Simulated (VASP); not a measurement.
**In: single point with PBEsol**

The system is In.

```
CELL_PARAMETERS angstrom
-1.78566 1.78566 1.78566
1.78566 -1.78566 1.78566
1.78566 1.78566 -1.78566
ATOMIC_POSITIONS crystal
In 0.00000 0.00000 0.00000
```

This cell differs from its parent crystal: volume scaled by 0.88.

| Quantity | Value |
| --- | --- |
| Program | VASP 6.6.1 |
| Task | single point |
| Functional | PBEsol |
| Potentials or basis | VASP PAW PBE potentials, release 64 (In_d) |
| Cutoff | 520 eV |
| k mesh | 13 × 13 × 13 |
| Occupations | fermi-dirac, width 0.1 eV |
| Spin | no spin polarisation |
| Dipole correction | no |
| Further INCAR settings | ALGO = Normal; EDIFF = 1e-07; NBANDS = 12 |

```json
{"Pressure": "7.6 GPa"}
```

Levels at points of the mesh, in eV from the Fermi level:
| k point | band 4 | band 5 | band 6 | band 7 | band 8 | band 9 |
| --- | --- | --- | --- | --- | --- | --- |
| (0.00, 0.00, 0.00) | -14.43 | -14.43 | -10.62 | 12.69 | 12.69 | 12.69 |

Run time: 17 s on 1 thread of Intel Xeon 8259CL, on a shared host, peak memory 0.15 GiB.

Caveat: the PAW data sets were made with another functional, which shifts forces and pressure a little; spin-orbit coupling is left out, which moves the levels of the heavy elements.
